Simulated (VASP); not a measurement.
A run of VASP 6.6.1:

File INCAR:

```
PREC = Accurate
ENCUT = 520
EDIFF = 1E-6
ISMEAR = 0
SIGMA = 0.02
LREAL = Auto
LASPH = T
NELM = 80
ALGO = Normal
ISIF = 2
LWAVE = F
LCHARG = F
GGA = PS
NBANDS = 122
```

File KPOINTS:

```
Automatic mesh
0
Gamma
  2 2 2
  0.5 0.5 0.5
```

The input POSCAR:

```
Al2O3
1.0
   -4.7738611797     -2.7561900372      4.3382851415
    4.7738611797     -2.7561900372      4.3382851415
    0.0000000000      5.5123800743      4.3382851415
Al O
16 24
Direct
    0.1483261586      0.1495650409      0.1463037282
    0.6480470529      0.6496660670      0.1460834708
    0.6483490562      0.1497016408      0.6460771259
    0.1481694710      0.6494801295      0.6462556035
    0.3523642301      0.3537541538      0.3503865131
    0.8523513312      0.8535996712      0.3502622866
    0.8523442329      0.3537315292      0.8504906597
    0.3524139688      0.8537812755      0.8502434651
    0.6482453913      0.6495415671      0.6461572718
    0.1481875619      0.1497640907      0.6463222219
    0.1482219523      0.6495873081      0.1461008573
    0.6482013619      0.1494754626      0.1463137164
    0.8523505605      0.8537896437      0.8503011742
    0.3524667581      0.3536569120      0.8504104019
    0.3522300475      0.8536765164      0.3505459499
    0.8523711117      0.3538490949      0.3501586657
    0.4032939477      0.5987515829      0.7483527672
    0.9032761049      0.0987326324      0.7482597343
    0.9031830407      0.5988700833      0.2481922575
    0.4032239165      0.0988160347      0.2483604140
    0.4032214542      0.2517705085      0.5955359850
    0.9032820761      0.7515386148      0.5951979324
    0.9033942694      0.2516934804      0.0953772027
    0.4031474255      0.7517950405      0.0953164222
    0.5973489013      0.7515789032      0.4011804461
    0.0973454820      0.2517759362      0.4012527966
    0.0973353316      0.7517290510      0.9011866395
    0.5975287058      0.2518007112      0.9013132076
    0.7503160563      0.4044803525      0.5953038811
    0.2503854433      0.9046415662      0.5954957399
    0.2503784273      0.4046700153      0.0953988825
    0.7502023229      0.9046164086      0.0953143609
    0.2503741849      0.5987696335      0.4012283886
    0.7502387702      0.0986643078      0.4011130311
    0.7503663201      0.5988102842      0.9011427533
    0.2503352661      0.0987233262      0.9012716706
    0.5974093112      0.4046430334      0.2482857100
    0.0973978363      0.9046386720      0.2482787440
    0.0973666375      0.4046040816      0.7483937032
    0.5975216915      0.9047111997      0.7483002198
```

Potentials or basis: VASP PAW PBE potentials, release 64 (Al, O).

Launch:

```console
$ cat potpaw_PBE.64/Al/POTCAR potpaw_PBE.64/O/POTCAR > POTCAR
$ mpirun -np 1 vasp_std > vasp.out
```

Hardware: 1 thread of Intel(R) Xeon(R) Platinum 8375C CPU @ 2.90GHz (Ice Lake) (shared host).

How long does it take, and how much memory?

Run time: 4.7 min on 1 thread of Intel(R) Xeon(R) Platinum 8375C CPU @ 2.90GHz (Ice Lake), on a shared host, peak memory 0.42 GiB. Counts: scf iterations 14, k points 4.
